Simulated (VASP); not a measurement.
# Sr (P6/mmm) in VASP: a series of runs

Runs on Sr. Level: PBEsol. Tasks: single point.

Program: VASP 6.6.1. These are calculated values, not measurements. Logs are shortened: lines on timing, memory, paths and dates and some standing lists are left out, and cuts for length are marked.

### 1 The cell of the first run

Symmetry: P6/mmm, No. 191, hexagonal system. The conventional cell has a = 10.109 Å, b = 10.109 Å, c = 4.067 Å, α = 90.00°, β = 90.00°, γ = 120.00°. Sr (site symmetry 6/mmm) has 2 Sr at 4.07 Å within 5.3 Å.

This isn't the form of Sr at room conditions, which is fcc.

### 2 Single point, PBEsol (strain -0.080 along x and y, -0.080 along z)

Input file INCAR:

```
SYSTEM = Sr
PREC     = Accurate       ! precision mode
ENCUT    = 520            ! plane-wave cutoff, eV
EDIFF    = 1E-7           ! SCF threshold, eV
ISMEAR   = 0              ! smearing method
SIGMA    = 0.03           ! smearing width, eV
LREAL    = .False.        ! projectors in reciprocal space
LASPH    = .True.         ! aspherical terms in the spheres
NELM     = 60             ! most SCF steps
ALGO     = Normal         ! electronic algorithm
ISIF     = 2              ! what is computed and relaxed
LWAVE    = .False.        ! write WAVECAR
LCHARG   = .True.         ! write CHGCAR
GGA      = PS             ! functional
LELF     = .True.         ! ELF
LVHAR    = .True.       
NBANDS   = 11             ! bands
```

Input file KPOINTS:

```
regular mesh
0
Gamma
  6 6 8
  0 0 0
```

Input file POSCAR:

```
Sr
1.0
   10.1086195685      0.0000000000      0.0000000000
   -5.0543097843      8.7543213435      0.0000000000
    0.0000000000      0.0000000000      4.0674229572
Sr
1
Direct
    0.0000000000      0.0000000000      0.0000000000
```

Potentials or basis: VASP PAW PBE potentials, release 64 (Sr_sv).

Run with:

```
cat potpaw_PBE.64/Sr_sv/POTCAR > POTCAR
mpirun -np 1 vasp_std > vasp.out
```

OUTCAR:

```text
SYSTEM = Sr
   PREC = Accurate
   ENCUT = 520
   EDIFF = 1E-7
   ISMEAR = 0
   LREAL = .False.
   LASPH = .True.
   NELM = 60
   ISIF = 2
   GGA = PS

 ion  position               nearest neighbor table
   1  0.000  0.000  0.000-

  LATTYP: Found a hexagonal cell.
 ALAT       =    10.1086195685
 C/A-ratio  =     0.4023717511

  Lattice vectors:

 A1 = (  10.1086195685,   0.0000000000,   0.0000000000)
 A2 = (  -5.0543097843,   8.7543213435,   0.0000000000)
 A3 = (   0.0000000000,   0.0000000000,   4.0674229572)

Analysis of symmetry for initial positions (statically):
=====================================================================
 Subroutine PRICEL returns:
 Original cell was already a primitive cell.

 Routine SETGRP: Setting up the symmetry group for a
 hexagonal supercell.

 Subroutine GETGRP returns: Found 24 space group operations
 (whereof 24 operations were pure point group operations)
 out of a pool of 24 trial point group operations.

The static configuration has the point symmetry D_6h.

Analysis of symmetry for dynamics (positions and initial velocities):
=====================================================================
 Subroutine PRICEL returns:
 Original cell was already a primitive cell.

 Routine SETGRP: Setting up the symmetry group for a
 hexagonal supercell.

 Subroutine GETGRP returns: Found 24 space group operations
 (whereof 24 operations were pure point group operations)
 out of a pool of 24 trial point group operations.

The dynamic configuration has the point symmetry D_6h.

 Subroutine INISYM returns: Found 24 space group operations
 (whereof 24 operations are pure point group operations),
 and found     1 'primitive' translations

----------------------------------------------------------------------------------------

                                     Primitive cell

  volume of cell :     359.9430

  direct lattice vectors                    reciprocal lattice vectors
    10.108619568  0.000000000  0.000000000     0.098925476  0.057114650  0.000000000
    -5.054309784  8.754321343  0.000000000     0.000000000  0.114229300  0.000000000
     0.000000000  0.000000000  4.067422957     0.000000000  0.000000000  0.245855917

  length of vectors
    10.108619568 10.108619569  4.067422957     0.114229300  0.114229300  0.245855917

  position of ions in fractional coordinates (direct lattice)
     0.000000000  0.000000000  0.000000000

  ion indices of the primitive-cell ions
   primitive index   ion index
                 1           1

----------------------------------------------------------------------------------------

 KPOINTS: regular mesh

Automatic generation of k-mesh.
 Grid dimensions read from file:
 generate k-points for:    6    6    8

 Generating k-lattice:

  Cartesian coordinates                     Fractional coordinates (reciprocal lattice)
     0.016487579  0.009519108  0.000000000     0.166666667  0.000000000  0.000000000
     0.000000000  0.019038217  0.000000000     0.000000000  0.166666667  0.000000000
     0.000000000  0.000000000  0.030731990     0.000000000  0.000000000  0.125000000

  Length of vectors
     0.019038217  0.019038217  0.030731990

  Shift w.r.t. Gamma in fractional coordinates (k-lattice)
     0.000000000  0.000000000  0.000000000

 Subroutine IBZKPT returns following result:
 ===========================================

 Found     35 irreducible k-points:

 Following reciprocal coordinates:
            Coordinates               Weight
  0.000000  0.000000  0.000000      1.000000
  0.166667  0.000000  0.000000      6.000000
  0.333333  0.000000  0.000000      6.000000
  0.500000  0.000000  0.000000      3.000000
  0.166667  0.166667  0.000000      6.000000
  0.333333  0.166667  0.000000     12.000000
[... 16 lines left out ...]
  0.166667  0.000000  0.375000     12.000000
  0.333333  0.000000  0.375000     12.000000
 [... further k-points ...]
   k-points           NKPTS =     35   k-points in BZ     NKDIM =     35   number of bands    NBANDS=     11
   number of dos      NEDOS =    301   number of ions     NIONS =      1
   total plane-waves  NPLWV = 192000
   dimension x,y,z NGX =    80 NGY =   80 NGZ =   30
   dimension x,y,z NGXF=   160 NGYF=  160 NGZF=   60
   ions per type =               1
   NGX,Y,Z   is equivalent  to a cutoff of  13.16, 13.16, 12.26 a.u.
   NGXF,Y,Z  is equivalent  to a cutoff of  26.31, 26.31, 24.52 a.u.
 SYSTEM =  Sr
   PREC   = accura    normal or accurate (medium, high low for compatibility)
   ISTART =      0    job   : 0-new  1-cont  2-samecut
   ICHARG =      2    charge: 1-file 2-atom 10-const
   ISPIN  =      1    spin polarized calculation?
   LNONCOLLINEAR =      F non collinear calculations
   LSORBIT =      F    spin-orbit coupling
   LASPH  =      T    aspherical Exc in radial PAW
   ENCUT  =  520.0 eV  38.22 Ry    6.18 a.u.  18.80 18.80  7.56*2*pi/ulx,y,z
   NELM   =     60;   NELMIN=  2; NELMDL= -5     # of ELM steps
   EDIFF  = 0.1E-06   stopping-criterion for ELM
   LREAL  =      F    real-space projection
   EDIFFG = 0.1E-05   stopping-criterion for IOM
   NSW    =      0    number of steps for IOM
   IBRION =     -1    ionic relax: 0-MD 1-quasi-New 2-CG
   NFREE  =      0    steps in history (QN), initial steepest desc. (CG)
   ISIF   =      2    stress and relaxation
   ISYM   =      2    0-nonsym 1-usesym 2-fastsym
   POTIM  = 0.5000    time-step for ionic-motion
   TEBEG  =    0.0;   TEEND  =   0.0 temperature during run
   PSTRESS=    0.0 pullay stress
   NELECT =      10.0000    total number of electrons
   NUPDOWN=      -1.0000    fix difference up-down
   EMIN   =  10.00;   EMAX   =-10.00  energy-range for DOS
   EFERMI =   0.00;   METHOD = LEGACY
   ISMEAR =     0;   SIGMA  =   0.03  broadening in eV -4-tet -1-fermi 0-gaus
   EFERMI_NEDOS =   21; number of points for ismear=-14 and -15
   IALGO  =     38    algorithm
   IMIX   =      4    mixing-type and parameters
     AMIX     =   0.40;   BMIX     =  1.00
     AMIX_MAG =   1.60;   BMIX_MAG =  1.00
  volume/ion in A,a.u.               =     359.94      2429.01
  Fermi-wavevector in a.u.,A,eV,Ry     =   0.495827  0.936977  3.344918  0.245845
  Thomas-Fermi vector in A             =   1.501478
   LORBIT       =      0    0 simple, 1 ext, 2 COOP (PROOUT), +10 PAW based schemes
   GGA     = PS    functional components
   LHFCALC =     F    Hartree Fock is set to
   AEXX    =    0.0000 exact exchange contribution
   IVDW    =     0    specifies the selected vdW correction
   LEPSILON=     F    determine dielectric tensor
   LRPA    =     F    only Hartree local field effects (RPA)
 non-spin polarized calculation
 Gauss-broadening in eV      SIGMA  =   0.03
  energy-cutoff  :      520.00
  volume of cell :      359.94
 maximum number of plane-waves:      9741
 NGX is ok and might be reduce to    80
   NGX = 37   NGY = 37   NGZ = 15

 number of electron      10.0000000 magnetization

 Free energy of the ion-electron system (eV)
  ---------------------------------------------------
  ext. energy  EPLUGINS =         0.00000000
  ---------------------------------------------------
  free energy    TOTEN  =        -0.23614129 eV

  energy without entropy =       -0.23293220  energy(sigma->0) =       -0.23453674

 E-fermi :  -1.1998     XC(G=0):  -2.5117

 val. band max:       -1.2009191776   @ k =   0.5000   0.0000   0.0000
 cond. band min:      -1.1785130490   @ k =   0.3333   0.1667   0.0000
 fundamental gap:      0.0224061286
 Fermi energy:        -1.1997566925

 k-point     1 :       0.0000    0.0000    0.0000
  band No.  band energies     occupation
      1     -39.5526      2.00000
      2     -21.5564      2.00000
      3     -21.5564      2.00000
      4     -21.3487      2.00000
      5      -3.7454      2.00000
      6      -1.0822      0.00000
      7      -0.9219      0.00000
      8      -0.9219      0.00000
      9      -0.5910      0.00000
     10      -0.5910      0.00000
     11       0.7553      0.00000

 k-point     2 :       0.1667    0.0000    0.0000
  band No.  band energies     occupation
      1     -39.5526      2.00000
      2     -21.5564      2.00000
      3     -21.5564      2.00000
      4     -21.3487      2.00000
      5      -3.7415      2.00000
      6      -1.1092      0.00002
      7      -0.9437      0.00000
      8      -0.9409      0.00000
      9      -0.5939      0.00000
     10      -0.5678      0.00000
     11       0.8644      0.00000

 k-point     3 :       0.3333    0.0000    0.0000
  band No.  band energies     occupation
      1     -39.5526      2.00000
      2     -21.5565      2.00000
      3     -21.5564      2.00000
      4     -21.3487      2.00000
      5      -3.7337      2.00000
      6      -1.1698      0.15819
      7      -0.9731      0.00000
      8      -0.9706      0.00000
      9      -0.6027      0.00000
     10      -0.5273      0.00000
     11       1.0879      0.00000

 k-point     4 :       0.5000    0.0000    0.0000
  band No.  band energies     occupation
      1     -39.5526      2.00000
      2     -21.5564      2.00000
      3     -21.5564      2.00000
      4     -21.3487      2.00000
      5      -3.7297      2.00000
      6      -1.2009      1.04370
      7      -0.9872      0.00000
      8      -0.9795      0.00000
      9      -0.6079      0.00000
     10      -0.5092      0.00000
     11       1.1703      0.00000
[... 239 lines left out ...]
 k-point    22 :       0.0000    0.0000    0.3750
  band No.  band energies     occupation
      1     -39.5453      2.00000
      2     -21.5431      2.00000
      3     -21.5431      2.00000
      4     -21.4840      2.00000
      5      -2.0832      2.00000
      6      -1.0932      0.00000
      7      -1.0932      0.00000
      8      -0.4457      0.00000
      9       0.0285      0.00000
     10       0.0285      0.00000
     11       1.1463      0.00000

 k-point    23 :       0.1667    0.0000    0.3750
  band No.  band energies     occupation
      1     -39.5453      2.00000
      2     -21.5431      2.00000
      3     -21.5431      2.00000
      4     -21.4840      2.00000
      5      -2.0765      2.00000
      6      -1.1017      0.00000
      7      -1.0953      0.00000
      8      -0.4413      0.00000
      9       0.0265      0.00000
     10       0.0363      0.00000
     11       1.0030      0.00000

 k-point    24 :       0.3333    0.0000    0.3750
  band No.  band energies     occupation
      1     -39.5453      2.00000
      2     -21.5431      2.00000
      3     -21.5431      2.00000
      4     -21.4840      2.00000
      5      -2.0627      2.00000
      6      -1.1192      0.00015
      7      -1.0993      0.00000
      8      -0.4320      0.00000
      9       0.0230      0.00000
     10       0.0526      0.00000
     11       0.8288      0.00000

 [... further k-points ...]

------------------------ aborting loop because EDIFF is reached ----------------------------------------

  FORCE on cell =-STRESS in cart. coord.  units (eV):
  Direction    XX          YY          ZZ          XY          YZ          ZX
  --------------------------------------------------------------------------------------
  -------------------------------------------------------------------------------------
  Total       -0.0197450     -0.0197450      1.2919986      0.0000000      0.0000000      0.0000000
  in kB       -0.0878888     -0.0878888      5.7509416      0.0000000      0.0000000      0.0000000
  external PRESSURE =       1.8583880 kB  Pullay stress =       0.0000000 kB

 VOLUME and BASIS-vectors are now :
 -----------------------------------------------------------------------------
  energy-cutoff  :      520.00
  volume of cell :      359.94
      direct lattice vectors                 reciprocal lattice vectors
    10.108619568  0.000000000  0.000000000     0.098925476  0.057114650  0.000000000
    -5.054309784  8.754321343  0.000000000     0.000000000  0.114229300  0.000000000
     0.000000000  0.000000000  4.067422957     0.000000000  0.000000000  0.245855917

 POSITION                                       TOTAL-FORCE (eV/Angst)
 -----------------------------------------------------------------------------------
      0.00000      0.00000      0.00000         0.000000      0.000000      0.000000
 -----------------------------------------------------------------------------------
    total drift:                               -0.000000     -0.000000     -0.000000

  FREE ENERGIE OF THE ION-ELECTRON SYSTEM (eV)
  ---------------------------------------------------
  free  energy   TOTEN  =        -0.2361412899 eV

  energy  without entropy=       -0.2329321978  energy(sigma->0) =       -0.23453674
```

Wall time 2.1 min (1 thread of AMD EPYC 9R45 (Zen 5), shared host); peak memory 0.45 GiB.

What came out:

- Free energy: -0.2361 eV
- Pressure: 0.2 GPa

Levels at points of the mesh, in eV from the Fermi level:
```csv
k point,band 2,band 3,band 4,band 5,band 6,band 7,band 8,band 9
"(0.00, 0.00, 0.00)",-20.36,-20.36,-20.15,-2.55,0.12,0.28,0.28,0.61
"(0.50, 0.00, 0.00)",-20.36,-20.36,-20.15,-2.53,0.00,0.21,0.22,0.59
"(0.00, 0.00, 0.50)",-20.34,-20.34,-20.31,-0.04,0.04,0.04,0.19,1.37
"(0.50, 0.00, 0.50)",-20.34,-20.34,-20.31,-0.01,0.03,0.04,0.21,1.37
```

Caveat: the cell differs from its parent crystal (strain -0.080 along x and y, -0.080 along z); the PAW data sets were made with another functional, which shifts forces and pressure a little.

### 3 Single point, PBEsol (strain +0.000 along x and y, +0.080 along z)

Input file INCAR:

```
SYSTEM = Sr
ALGO = Normal
EDIFF = 1E-7
ENCUT = 520
GGA = PS
ISIF = 2
ISMEAR = 0
LASPH = .True.
LCHARG = .False.
LREAL = .False.
LWAVE = .False.
NBANDS = 11
NELM = 60
PREC = Accurate
SIGMA = 0.03
```

Input file KPOINTS:

```
k-points
0
Gamma
  6 6 8
  0 0 0
```

Input file POSCAR:

```
Sr
1.0
   10.9876299658      0.0000000000      0.0000000000
   -5.4938149829      9.5155666777      0.0000000000
    0.0000000000      0.0000000000      4.7748008628
Sr
1
Direct
    0.0000000000      0.0000000000      0.0000000000
```

Potentials or basis: VASP PAW PBE potentials, release 64 (Sr_sv).

Run with:

```
cat potpaw_PBE.64/Sr_sv/POTCAR > POTCAR
mpirun -np 1 vasp_std > vasp.out
```

Run time: 2.3 min. Hardware: 1 thread of AMD EPYC 9R45 (Zen 5), shared host; peak memory 0.59 GiB.

Results (log left out):

| Property | Result |
| --- | --- |
| Free energy | -0.2855 eV |
| Pressure | -0.1 GPa |
| Band gap on the k mesh | 0.49 eV (least direct gap 0.50 eV) |

Stress tensor (GPa, compression positive):
```
 0.00  0.00  0.00
 0.00  0.00  0.00
 0.00  0.00 -0.17
```

Levels at points of the mesh, in eV from the valence-band top:
| k point | band 2 | band 3 | band 4 | band 5 | band 6 | band 7 | band 8 | band 9 |
| --- | --- | --- | --- | --- | --- | --- | --- | --- |
| (0.00, 0.00, 0.00) | -20.05 | -20.05 | -19.94 | -1.65 | 0.89 | 0.94 | 0.94 | 1.23 |
| (0.50, 0.00, 0.00) | -20.05 | -20.05 | -19.94 | -1.65 | 0.76 | 0.90 | 0.95 | 1.22 |
| (0.00, 0.00, 0.50) | -20.05 | -20.05 | -19.97 | -0.01 | 0.49 | 0.86 | 0.86 | 1.60 |
| (0.50, 0.00, 0.50) | -20.05 | -20.05 | -19.97 | 0.00 | 0.50 | 0.84 | 0.85 | 1.60 |

Caveat: the cell differs from its parent crystal (strain +0.000 along x and y, +0.080 along z); the PAW data sets were made with another functional, which shifts forces and pressure a little. A k mesh can miss the band edges.

[end of part 1 of 2]
